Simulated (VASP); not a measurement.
# As (Im-3m) in VASP: further runs

Runs on As. Level: PBE. Tasks: single point, relaxation of cell and atoms.

All numbers are computed with VASP 6.6.1; they aren't measurements. Logs are shortened: lines on timing, memory, paths and dates and some standing lists are left out, and cuts for length are marked.

**1. The cell of the first run**

Symmetry: Im-3m, No. 229, cubic system. The conventional cell has a = 2.848 Å, b = 2.848 Å, c = 2.848 Å, α = 90.00°, β = 90.00°, γ = 90.00°. Within 3.3 Å of As (site symmetry m-3m) lie 14 As at 2.47 to 2.85 Å.

**2. Single point, PBE**

File INCAR:

```
SYSTEM = As
ALGO = Normal ; EDIFF = 1E-6
ENCUT = 520 ; GGA = PE
ISIF = 2 ; ISMEAR = -1
LASPH = .True. ; LCHARG = .False.
LREAL = .False. ; LWAVE = .False.
NBANDS = 8 ; NELM = 100
PREC = Accurate ; SIGMA = 0.05
```

File KPOINTS:

```
k-points
0
Gamma
  19 19 19
  0 0 0
```

File POSCAR:

```
As
1.0
   -1.4238162110      1.4238162110      1.4238162110
    1.4238162110     -1.4238162110      1.4238162110
    1.4238162110      1.4238162110     -1.4238162110
As
1
Direct
    0.0000000000      0.0000000000      0.0000000000
```

Potentials or basis: VASP PAW PBE potentials, release 64 (As).

Run with:

```sh
cat potpaw_PBE.64/As/POTCAR > POTCAR
mpirun -np 1 vasp_std > vasp.out
```

OUTCAR:

```text
SYSTEM = As
   EDIFF = 1E-6
   ENCUT = 520
   GGA = PE
   ISIF = 2
   ISMEAR = -1
   LASPH = .True.
   LREAL = .False.
   NELM = 100
   PREC = Accurate

 ion  position               nearest neighbor table
   1  0.000  0.000  0.000-

  LATTYP: Found a body centered cubic cell.
 ALAT       =     2.8476324220

  Lattice vectors:

 A1 = (  -1.4238162110,   1.4238162110,   1.4238162110)
 A2 = (   1.4238162110,  -1.4238162110,   1.4238162110)
 A3 = (   1.4238162110,   1.4238162110,  -1.4238162110)

Analysis of symmetry for initial positions (statically):
=====================================================================
 Subroutine PRICEL returns:
 Original cell was already a primitive cell.

 Routine SETGRP: Setting up the symmetry group for a
 body centered cubic supercell.

 Subroutine GETGRP returns: Found 48 space group operations
 (whereof 48 operations were pure point group operations)
 out of a pool of 48 trial point group operations.

The static configuration has the point symmetry O_h .

Analysis of symmetry for dynamics (positions and initial velocities):
=====================================================================
 Subroutine PRICEL returns:
 Original cell was already a primitive cell.

 Routine SETGRP: Setting up the symmetry group for a
 body centered cubic supercell.

 Subroutine GETGRP returns: Found 48 space group operations
 (whereof 48 operations were pure point group operations)
 out of a pool of 48 trial point group operations.

The dynamic configuration has the point symmetry O_h .

 Subroutine INISYM returns: Found 48 space group operations
 (whereof 48 operations are pure point group operations),
 and found     1 'primitive' translations

----------------------------------------------------------------------------------------

                                     Primitive cell

  volume of cell :      11.5457

  direct lattice vectors                    reciprocal lattice vectors
    -1.423816211  1.423816211  1.423816211     0.000000000  0.351168919  0.351168919
     1.423816211 -1.423816211  1.423816211     0.351168919  0.000000000  0.351168919
     1.423816211  1.423816211 -1.423816211     0.351168919  0.351168919  0.000000000

  length of vectors
     2.466122018  2.466122018  2.466122018     0.496627848  0.496627848  0.496627848

  position of ions in fractional coordinates (direct lattice)
     0.000000000  0.000000000  0.000000000

  ion indices of the primitive-cell ions
   primitive index   ion index
                 1           1

----------------------------------------------------------------------------------------

 KPOINTS: k-points

Automatic generation of k-mesh.
 Grid dimensions read from file:
 generate k-points for:   19   19   19

 Generating k-lattice:

  Cartesian coordinates                     Fractional coordinates (reciprocal lattice)
     0.000000000  0.018482575  0.018482575     0.052631579  0.000000000  0.000000000
     0.018482575  0.000000000  0.018482575     0.000000000  0.052631579  0.000000000
     0.018482575  0.018482575  0.000000000     0.000000000  0.000000000  0.052631579

  Length of vectors
     0.026138308  0.026138308  0.026138308

  Shift w.r.t. Gamma in fractional coordinates (k-lattice)
     0.000000000  0.000000000  0.000000000

 Subroutine IBZKPT returns following result:
 ===========================================

 Found    220 irreducible k-points:

 Following reciprocal coordinates:
            Coordinates               Weight
  0.000000  0.000000  0.000000      1.000000
  0.052632  0.000000  0.000000     12.000000
  0.105263  0.000000  0.000000     12.000000
  0.157895  0.000000  0.000000     12.000000
  0.210526  0.000000  0.000000     12.000000
  0.263158  0.000000  0.000000     12.000000
[... 16 lines left out ...]
  0.263158  0.105263  0.000000     48.000000
  0.315789  0.105263  0.000000     48.000000
 [... further k-points ...]
   k-points           NKPTS =    220   k-points in BZ     NKDIM =    220   number of bands    NBANDS=      8
   number of dos      NEDOS =    301   number of ions     NIONS =      1
   total plane-waves  NPLWV =   5832
   dimension x,y,z NGX =    18 NGY =   18 NGZ =   18
   dimension x,y,z NGXF=    36 NGYF=   36 NGZF=   36
   ions per type =               1
   NGX,Y,Z   is equivalent  to a cutoff of  12.13, 12.13, 12.13 a.u.
   NGXF,Y,Z  is equivalent  to a cutoff of  24.27, 24.27, 24.27 a.u.
 SYSTEM =  As
   PREC   = accura    normal or accurate (medium, high low for compatibility)
   ISTART =      0    job   : 0-new  1-cont  2-samecut
   ICHARG =      2    charge: 1-file 2-atom 10-const
   ISPIN  =      1    spin polarized calculation?
   LNONCOLLINEAR =      F non collinear calculations
   LSORBIT =      F    spin-orbit coupling
   LASPH  =      T    aspherical Exc in radial PAW
   ENCUT  =  520.0 eV  38.22 Ry    6.18 a.u.   4.59  4.59  4.59*2*pi/ulx,y,z
   NELM   =    100;   NELMIN=  2; NELMDL= -5     # of ELM steps
   EDIFF  = 0.1E-05   stopping-criterion for ELM
   LREAL  =      F    real-space projection
   EDIFFG = 0.1E-04   stopping-criterion for IOM
   NSW    =      0    number of steps for IOM
   IBRION =     -1    ionic relax: 0-MD 1-quasi-New 2-CG
   NFREE  =      0    steps in history (QN), initial steepest desc. (CG)
   ISIF   =      2    stress and relaxation
   ISYM   =      2    0-nonsym 1-usesym 2-fastsym
   POTIM  = 0.5000    time-step for ionic-motion
   TEBEG  =    0.0;   TEEND  =   0.0 temperature during run
   PSTRESS=    0.0 pullay stress
   NELECT =       5.0000    total number of electrons
   NUPDOWN=      -1.0000    fix difference up-down
   EMIN   =  10.00;   EMAX   =-10.00  energy-range for DOS
   EFERMI =   0.00;   METHOD = LEGACY
   ISMEAR =    -1;   SIGMA  =   0.05  broadening in eV -4-tet -1-fermi 0-gaus
   EFERMI_NEDOS =   21; number of points for ismear=-14 and -15
   IALGO  =     38    algorithm
   IMIX   =      4    mixing-type and parameters
     AMIX     =   0.40;   BMIX     =  1.00
     AMIX_MAG =   1.60;   BMIX_MAG =  1.00
  volume/ion in A,a.u.               =      11.55        77.91
  Fermi-wavevector in a.u.,A,eV,Ry     =   1.238580  2.340578 20.872448  1.534082
  Thomas-Fermi vector in A             =   2.373100
   LORBIT       =      0    0 simple, 1 ext, 2 COOP (PROOUT), +10 PAW based schemes
   GGA     = PE    functional components
[... 5 lines left out ...]
 non-spin polarized calculation
  energy-cutoff  :      520.00
  volume of cell :       11.55
 maximum number of plane-waves:       325
   NGX =  9   NGY =  9   NGZ =  9

 number of electron       5.0000000 magnetization

 Free energy of the ion-electron system (eV)
  ---------------------------------------------------
  ext. energy  EPLUGINS =         0.00000000
  ---------------------------------------------------
  free energy    TOTEN  =        -2.40290589 eV

  energy without entropy =       -2.40016675  energy(sigma->0) =       -2.40153632

 E-fermi :  13.6004     XC(G=0): -13.1074

 val. band max:       13.5859380880   @ k =   0.3684   0.1579   0.1053
 cond. band min:      13.6385265474   @ k =  -0.2632   0.3158   0.2105
 fundamental gap:      0.0525884593
 Fermi energy:        13.6004298191

 k-point     1 :       0.0000    0.0000    0.0000
  band No.  band energies     occupation
      1      -7.3330      2.00000
      2      24.9801      0.00000
      3      24.9801      0.00000
      4      24.9801      0.00000
      5      29.3739      0.00000
      6      29.3739      0.00000
      7      29.3739      0.00000
      8      32.3438      0.00000

 k-point     2 :       0.0526    0.0000    0.0000
  band No.  band energies     occupation
      1      -7.2289      2.00000
      2      23.9260      0.00000
      3      24.3431      0.00000
      4      24.8128      0.00000
      5      28.6613      0.00000
      6      29.0912      0.00000
      7      30.1593      0.00000
      8      31.1079      0.00000

 k-point     3 :       0.1053    0.0000    0.0000
  band No.  band energies     occupation
      1      -6.9165      2.00000
      2      21.5325      0.00000
      3      23.0844      0.00000
      4      24.3316      0.00000
      5      27.4449      0.00000
      6      28.0908      0.00000
      7      30.8572      0.00000
      8      31.3985      0.00000

 k-point     4 :       0.1579    0.0000    0.0000
  band No.  band energies     occupation
      1      -6.3953      2.00000
      2      18.6997      0.00000
      3      21.7620      0.00000
      4      23.6249      0.00000
      5      26.2712      0.00000
      6      27.0769      0.00000
      7      30.8485      0.00000
      8      32.0973      0.00000

 k-point     5 :       0.2105    0.0000    0.0000
  band No.  band energies     occupation
      1      -5.6650      2.00000
      2      15.7987      0.00000
      3      20.5398      0.00000
      4      22.8292      0.00000
      5      25.2385      0.00000
      6      26.2009      0.00000
      7      31.2565      0.00000
      8      32.9041      0.00000
[... 177 lines left out ...]
 k-point    22 :       0.2105    0.1053    0.0000
  band No.  band energies     occupation
      1      -4.4118      2.00000
      2      13.1846      1.99951
      3      16.9416      0.00000
      4      20.4914      0.00000
      5      25.9340      0.00000
      6      27.9298      0.00000
      7      30.7129      0.00000
      8      35.6075      0.00000

 k-point    23 :       0.2632    0.1053    0.0000
  band No.  band energies     occupation
      1      -3.2631      2.00000
      2      10.5279      2.00000
      3      16.0766      0.00000
      4      19.7654      0.00000
      5      25.3185      0.00000
      6      27.8318      0.00000
      7      31.2008      0.00000
      8      37.1847      0.00000

 k-point    24 :       0.3158    0.1053    0.0000
  band No.  band energies     occupation
      1      -1.9078      2.00000
      2       8.0099      2.00000
      3      15.4292      0.00000
      4      19.2047      0.00000
      5      24.8403      0.00000
      6      27.6109      0.00000
      7      32.1330      0.00000
      8      38.6017      0.00000

 [... further k-points ...]
[... 5 lines left out ...]
  --------------------------------------------------------------------------------------
  -------------------------------------------------------------------------------------
  Total        8.8710463      8.8710463      8.8710463     -0.0000000      0.0000000     -0.0000000
  in kB     1231.0158241   1231.0158241   1231.0158241     -0.0000000      0.0000000     -0.0000000
  external PRESSURE =    1231.0158241 kB  Pullay stress =       0.0000000 kB

 VOLUME and BASIS-vectors are now :
 -----------------------------------------------------------------------------
  energy-cutoff  :      520.00
  volume of cell :       11.55
      direct lattice vectors                 reciprocal lattice vectors
    -1.423816211  1.423816211  1.423816211     0.000000000  0.351168919  0.351168919
     1.423816211 -1.423816211  1.423816211     0.351168919  0.000000000  0.351168919
     1.423816211  1.423816211 -1.423816211     0.351168919  0.351168919  0.000000000

 POSITION                                       TOTAL-FORCE (eV/Angst)
 -----------------------------------------------------------------------------------
      0.00000      0.00000      0.00000         0.000000      0.000000     -0.000000
 -----------------------------------------------------------------------------------
    total drift:                                0.000000      0.000000      0.000000

  FREE ENERGIE OF THE ION-ELECTRON SYSTEM (eV)
  ---------------------------------------------------
  free  energy   TOTEN  =        -2.4029058884 eV

  energy  without entropy=       -2.4001667462  energy(sigma->0) =       -2.40153632
```

It took 9.2 s on 1 thread of Intel Xeon Platinum 8488C (Sapphire Rapids), shared host; peak memory 0.12 GiB.

What came out:

```
Free energy : -2.4029 eV
Pressure    : 123.1 GPa
```

**3. Relaxation of cell and atoms, PBE, target pressure 120 GPa, at which the enthalpy is minimised**

File INCAR:

```
PREC = Accurate
ENCUT = 600
EDIFF = 1E-6
ISMEAR = -1
SIGMA = 0.05
LREAL = False
LASPH = True
NELM = 80
ALGO = Normal
ISIF = 3
LWAVE = False
LCHARG = False
GGA = PE
IBRION = 2
NSW = 32
EDIFFG = -0.005
PSTRESS = 1200.0
```

File KPOINTS:

```
regular mesh
0
Gamma
  19 19 19
```

POSCAR is that of step 2.

Potentials or basis: VASP PAW PBE potentials, release 64 (As).

Run with:

```sh
cat potpaw_PBE.64/As/POTCAR > POTCAR
mpirun -np 1 vasp_std > vasp.out
```

It took 12 s on 1 thread of Intel Xeon 6975P-C, shared host; peak memory 0.15 GiB.

Results (log left out):

```
Free energy                                            : -2.4568 eV
Relaxed volume                                         : 11.62 Å³/atom
Relaxed cell                                           : a = 2.471 Å, b = 2.471 Å, c = 2.471 Å, α = 109.47°, β = 109.47°, γ = 109.47°
Space group after relaxing (to 0.05 Å)                 : Im-3m (No. 229)
Energy change on relaxing (the enthalpy is what falls) : -53.8 meV/atom
Ionic steps                                            : 3
Pressure after relaxing                                : 119.9 GPa
```

The path:
| step | energy change (eV) | largest force (eV/Å) | pressure (GPa) | volume (Å³) |
| --- | --- | --- | --- | --- |
| 1 | 0.0000 | 0.0000 | 123.09 | 11.55 |
| 2 | -0.2700 | 0.0000 | 107.35 | 11.92 |
| 3 | -0.0538 | 0.0000 | 119.94 | 11.62 |

Final structure:
```xyz
1
Lattice="-1.4267 1.4267 1.4267 1.4267 -1.4267 1.4267 1.4267 1.4267 -1.4267" Properties=species:S:1:pos:R:3 pbc="T T T"
As    0.0000    0.0000    0.0000
```

Levels at points of the mesh, in eV from the Fermi level:
| k point | band 1 | band 2 | band 3 | band 4 | band 5 | band 6 |
| --- | --- | --- | --- | --- | --- | --- |
| (0.00, 0.00, 0.00) | -20.84 | 11.29 | 11.29 | 11.29 | 15.73 | 15.73 |

Caveat: the cell is relaxed towards a set pressure, so the enthalpy falls and the energy may rise.

**4. Relaxation of cell and atoms, PBE, target pressure 120 GPa, at which the enthalpy is minimised**

This run uses another cell than the first one, of 11.66 Å³/atom, 1.010 times its volume.

File INCAR:

```
PREC     = Accurate       # precision mode
ENCUT    = 600            # plane-wave cutoff, eV
EDIFF    = 1E-6           # SCF threshold, eV
ISMEAR   = -1             # smearing method
SIGMA    = 0.05           # smearing width, eV
LREAL    = False          # projectors in reciprocal space
LASPH    = True           # aspherical terms in the spheres
NELM     = 60             # most SCF steps
ALGO     = Normal         # electronic algorithm
ISIF     = 3              # what is computed and relaxed
LWAVE    = False          # write WAVECAR
LCHARG   = False          # write CHGCAR
GGA      = PE             # functional
IBRION   = 2              # ionic algorithm
NSW      = 60             # ionic steps
EDIFFG   = -0.005         # ionic threshold
PSTRESS  = 1200.0
```

File KPOINTS:

```
Automatic mesh
0
Gamma
  19 19 19
```

File POSCAR:

```
As
1.0
   -1.4284105888      1.4284105888      1.4284105888
    1.4284105888     -1.4284105888      1.4284105888
    1.4284105888      1.4284105888     -1.4284105888
As
1
Direct
    0.0000000000      0.0000000000      0.0000000000
```

Run with:

```sh
cat potpaw_PBE.64/As/POTCAR > POTCAR
mpirun -np 1 vasp_std > vasp.out
```

Run time: 11 s. Hardware: 1 thread of Intel Xeon 6975P-C, shared host; peak memory 0.14 GiB.

Results (log left out):

* Free energy: -2.4563 eV
* Relaxed volume: 11.62 Å³/atom
* Relaxed cell: a = 2.471 Å, b = 2.471 Å, c = 2.471 Å, α = 109.47°, β = 109.47°, γ = 109.47°
* Space group after relaxing (to 0.05 Å): Im-3m (No. 229)
* Energy change on relaxing (the enthalpy is what falls): +31.2 meV/atom
* Ionic steps: 3
* Pressure after relaxing: 120.0 GPa

The path:
```
step  energy change (eV)  largest force (eV/Å)  pressure (GPa)  volume (Å³)
   1              0.0000                0.0000          118.22        11.66
   2              0.1667                0.0000          127.82        11.44
   3              0.0312                0.0000          120.01        11.62
```

Final structure:
```
CELL_PARAMETERS angstrom
-1.42670 1.42670 1.42670
1.42670 -1.42670 1.42670
1.42670 1.42670 -1.42670
ATOMIC_POSITIONS crystal
As 0.00000 0.00000 0.00000
```

Levels at points of the mesh, in eV from the Fermi level:
```tsv
k point	band 1	band 2	band 3	band 4	band 5	band 6
(0.00, 0.00, 0.00)	-20.84	11.29	11.29	11.29	15.74	15.74
```

Caveat: the cell is relaxed towards a set pressure, so the enthalpy falls and the energy may rise.

**5. Summary**

| task | cell | cutoff (eV) | gap on the mesh (eV) | pressure (GPa) |
| --- | --- | --- | --- | --- |
| single point | a = 2.466 Å, angles 109.5°, 1 atom | 520 | none | 123.1 |
| relaxation of cell and atoms | relaxed to 120 GPa from a = 2.466 Å, angles 109.5°, 1 atom | 600 | none | 119.9 |
| relaxation of cell and atoms | relaxed to 120 GPa from a = 2.474 Å, angles 109.5°, 1 atom | 600 | none | 120.0 |

Alike in all rows: level PBE; potentials or basis VASP PAW PBE potentials, release 64 (As); no spin polarisation; k mesh 19 × 19 × 19; smearing fermi-dirac 0.05 eV.

Caveats: the cell is relaxed towards a set pressure, so the enthalpy falls and the energy may rise (some runs).

Total energies depend on the potentials used, so only differences within one code and one set of settings carry meaning.
